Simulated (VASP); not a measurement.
Si2W, 3 atoms in the cell. The typed cell holds 3 atoms: a = 4.527 Å, b = 4.527 Å, c = 4.527 Å, α = 138.42°, β = 138.42°, γ = 60.27°.  This cell differs from its parent crystal: atoms moved at random.

```yaml
Program: VASP 6.6.1
Task: single point
Functional: PBEsol
Potentials_or_basis: VASP PAW PBE potentials, release 64 (W_sv, Si)
Cutoff: 520 eV
k_mesh: 12 × 12 × 12
Occupations: fermi-dirac, width 0.05 eV
Spin: no spin polarisation
Dipole_correction: no
Further_INCAR_settings: ALGO = Normal; EDIFF = 1e-07; NBANDS = 18
```

Potentials or basis: VASP PAW PBE potentials, release 64 (W_sv, Si).

Run with:

```bash
$ cat potpaw_PBE.64/W_sv/POTCAR potpaw_PBE.64/Si/POTCAR > POTCAR
$ mpirun -np 1 vasp_std > vasp.out
```

Hardware: 1 thread of Intel Xeon 8259CL (shared host).

Q: Estimate the wall time of this run.

A: Run time: 25 min on 1 thread of Intel Xeon 8259CL, with other jobs on the host, peak memory 0.69 GiB. Counts: scf iterations 14, k points 868.
